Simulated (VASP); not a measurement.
# Li3B4H16 (a cell with a defect) in VASP: a series of runs, part 2 of 2

VASP 6.6.1. The steps go on from the part before.

## 3. Single point, LDA

File INCAR:

```
  PREC = Accurate
  ENCUT = 520
  EDIFF = 1E-6
  ISMEAR = -1
  SIGMA = 0.05
  LREAL = Auto
  LASPH = T
  NELM = 60
  ALGO = Normal
  ISIF = 2
  LWAVE = F
  LCHARG = F
  GGA = CA
  NBANDS = 36
  NELECT = 38.0
```

File KPOINTS:

```
regular mesh
0
Gamma
  2 2 2
```

File POSCAR:

```
Li3B4H16
1.0
    7.0898130000      0.0000000000      0.0000000000
    0.0000000000      4.4247970000      0.0000000000
    0.0000000000      0.0000000000      6.7527790000
Li B H
3 4 16
Direct
    0.1663090409      0.2765098602      0.1110061502
    0.8023342788      0.7098178741      0.9177554900
    0.3444942765      0.7297509920      0.5418954182
    0.2759452189      0.1997605766      0.4774330687
    0.7043345149      0.7913131382      0.5700023650
    0.2254079198      0.7653684452      0.9930282036
    0.8070875776      0.2402370097     -0.0301949760
    0.3337182518      0.5824899990      1.0493901844
    0.7660568763      0.0539459776      0.0880526373
    0.2048714120      0.4760670377      0.4596922245
    0.6933610238      0.9702818005      0.4332438541
    0.6857303571      0.4175558788     -0.0784269706
    0.3221805709      0.9964524926      0.9607748158
    0.6538677395      0.9877289286      0.6945140660
    0.1384662755      0.0501943931      0.5360755920
    0.8869627450      0.1558037578      0.8172191034
    0.1189594140      0.8252807982      0.1349814647
    0.8552270702      0.6638722635      0.5652043403
    0.3760606944      0.2124617242      0.6162055651
    0.3842696556      0.1770024704      0.3223709824
    0.5781111575      0.6010897223      0.6289114452
    0.1216111060      0.7347681713      0.8561067969
    0.9301655770      0.3640166995      0.0702229408
```

Potentials or basis: VASP PAW LDA potentials, release 64 (Li_sv, B, H).

Started as:

```
$ cat potpaw_LDA.64/Li_sv/POTCAR potpaw_LDA.64/B/POTCAR potpaw_LDA.64/H/POTCAR > POTCAR
$ mpirun -np 1 vasp_std > vasp.out
```

OUTCAR:

```text
PREC = Accurate
   ENCUT = 520
   EDIFF = 1E-6
   ISMEAR = -1
   LREAL = Auto
   LASPH = T
   NELM = 60
   ISIF = 2
   GGA = CA
   NELECT = 38.0

 ion  position               nearest neighbor table
   1  0.166  0.277  0.111-  23 1.74   6 2.34
   2  0.802  0.710  0.918-  12 1.54   7 2.11   7 2.37
   3  0.344  0.730  0.542-  10 1.60   4 2.18
   4  0.276  0.200  0.477-  19 1.18  15 1.24  20 1.30  10 1.33   3 2.18
   5  0.704  0.791  0.570-  18 1.21  11 1.22  14 1.26  21 1.29
   6  0.225  0.765  0.993-   8 1.18  22 1.19  17 1.25  13 1.25   1 2.34
   7  0.807  0.240  0.970-   9 1.18  12 1.21  23 1.23  16 1.23   2 2.11   2 2.37
   8  0.334  0.582  0.049-   6 1.18
   9  0.766  0.054  0.088-   7 1.18
  10  0.205  0.476  0.460-   4 1.33   3 1.60
  11  0.693  0.970  0.433-   5 1.22
  12  0.686  0.418  0.922-   7 1.21   2 1.54
  13  0.322  0.996  0.961-   6 1.25
  14  0.654  0.988  0.695-   5 1.26
  15  0.138  0.050  0.536-   4 1.24
  16  0.887  0.156  0.817-   7 1.23
  17  0.119  0.825  0.135-   6 1.25
  18  0.855  0.664  0.565-   5 1.21
  19  0.376  0.212  0.616-   4 1.18
  20  0.384  0.177  0.322-   4 1.30
  21  0.578  0.601  0.629-   5 1.29
  22  0.122  0.735  0.856-   6 1.19
  23  0.930  0.364  0.070-   7 1.23   1 1.74

  LATTYP: Found a simple orthorhombic cell.
 ALAT       =     4.4247970000
 B/A-ratio  =     1.5261217633
 C/A-ratio  =     1.6022911334

  Lattice vectors:

 A1 = (   0.0000000000,   4.4247970000,   0.0000000000)
 A2 = (   0.0000000000,   0.0000000000,   6.7527790000)
 A3 = (   7.0898130000,   0.0000000000,   0.0000000000)

Analysis of symmetry for initial positions (statically):
=====================================================================
 Subroutine PRICEL returns:
 Original cell was already a primitive cell.

[... 166 lines left out ...]
     AMIX_MAG =   1.60;   BMIX_MAG =  1.00
  volume/ion in A,a.u.               =       9.21        62.16
  Fermi-wavevector in a.u.,A,eV,Ry     =   0.923278  1.744742 11.598180  0.852442
  Thomas-Fermi vector in A             =   2.048897
   LORBIT       =      0    0 simple, 1 ext, 2 COOP (PROOUT), +10 PAW based schemes
   GGA     = CA    functional components
   LHFCALC =     F    Hartree Fock is set to
   AEXX    =    0.0000 exact exchange contribution
   IVDW    =     0    specifies the selected vdW correction
   LEPSILON=     F    determine dielectric tensor
   LRPA    =     F    only Hartree local field effects (RPA)
 non-spin polarized calculation
  energy-cutoff  :      520.00
  volume of cell :      211.84
 maximum number of plane-waves:      5728
 NGX is ok and might be reduce to    54
   NGX = 27   NGY = 17   NGZ = 25

 number of electron      37.9999998 magnetization

 Free energy of the ion-electron system (eV)
  ---------------------------------------------------
  ext. energy  EPLUGINS =         0.00000000
  ---------------------------------------------------
  free energy    TOTEN  =       -95.65380599 eV

  energy without entropy =      -95.65380599  energy(sigma->0) =      -95.65380599

 E-fermi :  -0.7098     XC(G=0):  -7.7448

 val. band max:       -1.9752779238   @ k =   0.5000   0.0000   0.0000
 cond. band min:       2.2234251030   @ k =   0.5000   0.5000   0.5000
 fundamental gap:      4.1987030269
 Fermi energy:        -0.7098315985

 k-point     1 :       0.0000    0.0000    0.0000
  band No.  band energies     occupation
      1     -46.3550      2.00000
      2     -46.1093      2.00000
      3     -45.9210      2.00000
      4     -10.7266      2.00000
      5      -9.8673      2.00000
      6      -9.5690      2.00000
[... 261 lines left out ...]
     30       6.5451      0.00000
     31       6.7037      0.00000
 [bands above 31 left out]

------------------------ aborting loop because EDIFF is reached ----------------------------------------

  FORCE on cell =-STRESS in cart. coord.  units (eV):
  Direction    XX          YY          ZZ          XY          YZ          ZX
  --------------------------------------------------------------------------------------
  -------------------------------------------------------------------------------------
  Total        2.2912000      3.2631097      1.5067164      2.8902982      2.1621646      4.6752129
  in kB       17.3285775     24.6792293     11.3954484     21.8596180     16.3526698     35.3591084
  external PRESSURE =      17.8010851 kB  Pullay stress =       0.0000000 kB

 VOLUME and BASIS-vectors are now :
 -----------------------------------------------------------------------------
  energy-cutoff  :      520.00
  volume of cell :      211.84
      direct lattice vectors                 reciprocal lattice vectors
     7.089813000  0.000000000  0.000000000     0.141047444  0.000000000  0.000000000
     0.000000000  4.424797000  0.000000000     0.000000000  0.225999068  0.000000000
     0.000000000  0.000000000  6.752779000     0.000000000  0.000000000  0.148087180

 POSITION                                       TOTAL-FORCE (eV/Angst)
 -----------------------------------------------------------------------------------
      1.17910      1.22350      0.74960         0.253853     -0.273421      0.104543
      5.68840      3.14080      6.19740         0.706488      1.452214     -0.613239
      2.44240      3.22900      3.65930         0.738208      0.408625      0.377365
      1.95640      0.88390      3.22400        -0.680139      2.325768     -1.065050
      4.99360      3.50140      3.84910        -1.684033      0.410264      1.068692
      1.59810      3.38660      6.70570        -0.444822      1.999996      0.726593
[... 15 lines left out ...]
      0.86220      3.25120      5.78110        -0.112966     -0.601955     -0.757073
      6.59470      1.61070      0.47420        -0.333743      0.654129      0.079305
 -----------------------------------------------------------------------------------
    total drift:                               -0.001269     -0.003492      0.003477

  FREE ENERGIE OF THE ION-ELECTRON SYSTEM (eV)
  ---------------------------------------------------
  free  energy   TOTEN  =       -95.6538059906 eV

  energy  without entropy=      -95.6538059906  energy(sigma->0) =      -95.65380599
```

OSZICAR:

```text
N       E                     dE             d eps       ncg     rms          rms(c)
DAV:   1     0.120017358121E+03    0.12002E+03   -0.14988E+04   576   0.938E+02
DAV:   2    -0.852747390559E+02   -0.20529E+03   -0.19464E+03   676   0.215E+02
DAV:   3    -0.107169136936E+03   -0.21894E+02   -0.21751E+02   876   0.584E+01
DAV:   4    -0.109087880541E+03   -0.19187E+01   -0.19024E+01   944   0.157E+01
DAV:   5    -0.109271429573E+03   -0.18355E+00   -0.18352E+00   816   0.364E+00    0.156E+01
DAV:   6    -0.977564524294E+02    0.11515E+02   -0.14221E+01   628   0.128E+01    0.740E+00
DAV:   7    -0.957959983038E+02    0.19605E+01   -0.52082E+00   712   0.740E+00    0.285E+00
DAV:   8    -0.956640817859E+02    0.13192E+00   -0.10169E+00   796   0.363E+00    0.707E-01
DAV:   9    -0.956521575138E+02    0.11924E-01   -0.89885E-02   688   0.110E+00    0.393E-01
DAV:  10    -0.956537716676E+02   -0.16142E-02   -0.88711E-03   728   0.401E-01    0.778E-02
DAV:  11    -0.956537834817E+02   -0.11814E-04   -0.10191E-03   800   0.142E-01    0.434E-02
DAV:  12    -0.956537919642E+02   -0.84825E-05   -0.17373E-04   696   0.565E-02    0.124E-02
DAV:  13    -0.956538059148E+02   -0.13951E-04   -0.26819E-05   704   0.230E-02    0.718E-03
DAV:  14    -0.956538059906E+02   -0.75873E-07   -0.54171E-06   768   0.100E-02
   1 F= -.95653806E+02 E0= -.95653806E+02  d E =-.758403E-11
```

Run time: 2.7 min. Hardware: 1 thread of Intel Xeon Platinum 8259CL at 2.50GHz (Skylake/Cascade Lake), shared host; peak memory 0.25 GiB.

What came out:

- Free energy: -95.6538 eV
- Largest force: 2.647 eV/Å

Forces in eV/Å, atoms in the order of the input:
```
Li   0.254 -0.273  0.105
Li   0.706  1.452 -0.613
Li   0.738  0.409  0.377
B   -0.680  2.326 -1.065
B   -1.684  0.410  1.069
B   -0.445  2.000  0.727
B    1.441  0.080 -0.262
H    0.533 -0.894 -0.054
H   -0.696 -0.816  0.214
H   -0.159 -1.814 -0.151
H   -0.472 -0.622 -0.506
H   -0.693 -0.893  0.251
H   -0.147 -0.328  0.039
H    0.997 -0.595  0.079
H    0.334 -0.251 -0.911
H   -0.093  0.066  0.552
H    0.154 -0.058 -0.110
H    0.267  0.045  0.602
H    0.779  0.066  0.647
H   -1.111 -0.548  0.942
H    0.424  0.188 -1.252
H   -0.113 -0.602 -0.757
H   -0.334  0.654  0.079
```

Levels at points of the mesh, in eV from the Fermi level:
```tsv
k point	band 16	band 17	band 18	band 19	band 20	band 21	band 22	band 23
(0.00, 0.00, 0.00)	-3.32	-2.93	-2.79	-1.27	3.35	3.48	3.64	4.49
(0.50, 0.00, 0.00)	-3.42	-3.19	-2.92	-1.27	3.53	3.80	4.15	4.49
(0.00, 0.50, 0.00)	-3.66	-3.39	-3.22	-1.63	3.32	3.65	4.24	4.59
(0.50, 0.50, 0.00)	-3.57	-3.28	-2.96	-1.53	3.21	3.69	3.82	4.20
(0.00, 0.00, 0.50)	-3.40	-2.97	-2.87	-1.36	3.62	3.88	4.05	4.20
(0.50, 0.00, 0.50)	-3.41	-3.22	-3.01	-1.36	3.50	4.02	4.23	4.45
(0.00, 0.50, 0.50)	-3.41	-3.16	-2.99	-1.48	3.38	4.00	4.14	4.28
(0.50, 0.50, 0.50)	-3.35	-3.16	-2.96	-1.50	2.93	3.58	3.72	3.93
```

Caveat: the k points lie up to 0.71 Å⁻¹ apart; the cell carries a net charge on a neutralising background, which shifts energy and pressure; the cell is charged against a uniform background, so pressure and absolute levels hang on convention; the cutoff is under 1.25 times the usual one of these potentials, so pressure, stress and relaxed cells hold a basis-set (Pulay) error.

## 4. Single point, LDA

File INCAR:

```
ALGO = Normal ; EDIFF = 1E-6
ENCUT = 520 ; GGA = CA
ISIF = 2 ; ISMEAR = -1
LASPH = T ; LCHARG = T
LELF = T ; LREAL = Auto
LVHAR = T ; LWAVE = F
NBANDS = 36 ; NELECT = 38.0
NELM = 80 ; PREC = Accurate
SIGMA = 0.05
```

File KPOINTS:

```
k-points
0
Gamma
  2 2 2
```

File POSCAR:

```
Li3B4H16
1.0
    7.0898130000      0.0000000000      0.0000000000
    0.0000000000      4.4247970000      0.0000000000
    0.0000000000      0.0000000000      6.7527790000
Li B H
3 4 16
Direct
    0.1736717174      0.3624799059      0.1277548103
    0.6921621205      0.8601072546      0.8564473974
    0.3951303088      0.5595736934      0.6295926462
    0.1963662511      0.2001447750      0.4977506298
    0.6965910102      0.7276718005      0.5596954972
    0.3362288963      0.7810075807      0.9444259911
    0.8175674027      0.2723062776     -0.0051090077
    0.4243412344      0.7949743231      1.1047599810
    0.9720425630      0.3457785747      0.0614413710
    0.0646279387      0.2593339310      0.4109715422
    0.6606098073      0.5694498527      0.4189978674
    0.8316016233      0.1732056860     -0.1739135843
    0.1670142781      0.8368971503      0.9775234759
    0.5813129345      0.9639764265      0.5589698700
    0.2425310795     -0.0391204387      0.5754963993
    0.6974231901      0.4681570703      1.0096139678
    0.2899935443      0.5171536683     -0.1181883784
    0.8359176751      0.8875661415      0.5520541987
    0.1174925206      0.3227492696      0.6330282688
    0.3600377048      0.2741594699      0.4117860217
    0.6316809766      0.5621500828      0.6858509660
    0.4084028732      0.9535578694      0.7843585582
    0.7591737610      0.0909872250      0.1094512348
```

Started as:

```
$ cat potpaw_LDA.64/Li_sv/POTCAR potpaw_LDA.64/B/POTCAR potpaw_LDA.64/H/POTCAR > POTCAR
$ mpirun -np 1 vasp_std > vasp.out
```

Run time: 3.1 min. Hardware: 1 thread of Intel Xeon Platinum 8259CL at 2.50GHz (Skylake/Cascade Lake), shared host; peak memory 0.24 GiB.

The run converged. Its results:

```
Free energy   : -94.6832 eV
Largest force : 2.834 eV/Å
```

Forces on the atoms (eV/Å):
```
Li   1.052 -0.128  0.478
Li  -0.191 -0.190  0.501
Li  -0.237  0.394 -0.312
B    2.769 -0.465  0.385
B   -1.889  1.427 -1.274
B   -0.350  0.267 -0.834
B    0.176  0.246  0.018
H   -0.043 -0.279 -0.675
H   -1.235  0.144 -0.580
H   -1.670 -0.432 -2.201
H    0.234  0.190 -0.558
H    0.268  0.428  0.102
H    0.269  0.822 -0.003
H    0.353 -1.246 -0.092
H   -0.751 -0.256 -0.860
H    0.250  0.322 -0.122
H    0.940  0.459  0.312
H    0.504 -0.938  0.586
H    0.975  0.987  0.882
H   -1.385  0.357  0.806
H    1.068  0.055  0.756
H   -0.926 -1.344  2.288
H   -0.180 -0.821  0.395
```

Levels at points of the mesh, in eV from the Fermi level:
```tsv
k point	band 17	band 18	band 19	band 20	band 21	band 22
(0.00, 0.00, 0.00)	-1.87	-1.51	-1.11	3.43	4.21	4.41
(0.50, 0.00, 0.00)	-1.95	-1.53	-1.23	3.53	4.45	4.62
(0.00, 0.50, 0.00)	-2.28	-1.87	-1.70	3.41	4.21	4.97
(0.50, 0.50, 0.00)	-2.24	-1.91	-1.54	3.51	4.13	4.33
(0.00, 0.00, 0.50)	-2.13	-1.51	-1.21	3.40	4.22	4.64
(0.50, 0.00, 0.50)	-2.08	-1.52	-1.30	3.51	4.10	4.63
(0.00, 0.50, 0.50)	-2.10	-1.90	-1.51	3.77	4.47	4.61
(0.50, 0.50, 0.50)	-2.20	-1.84	-1.51	3.64	4.01	4.36
```

Caveat: the k points lie up to 0.71 Å⁻¹ apart; the cell carries a net charge on a neutralising background, which shifts energy and pressure; the cell is charged against a uniform background, so pressure and absolute levels hang on convention; the cutoff is under 1.25 times the usual one of these potentials, so pressure, stress and relaxed cells hold a basis-set (Pulay) error.
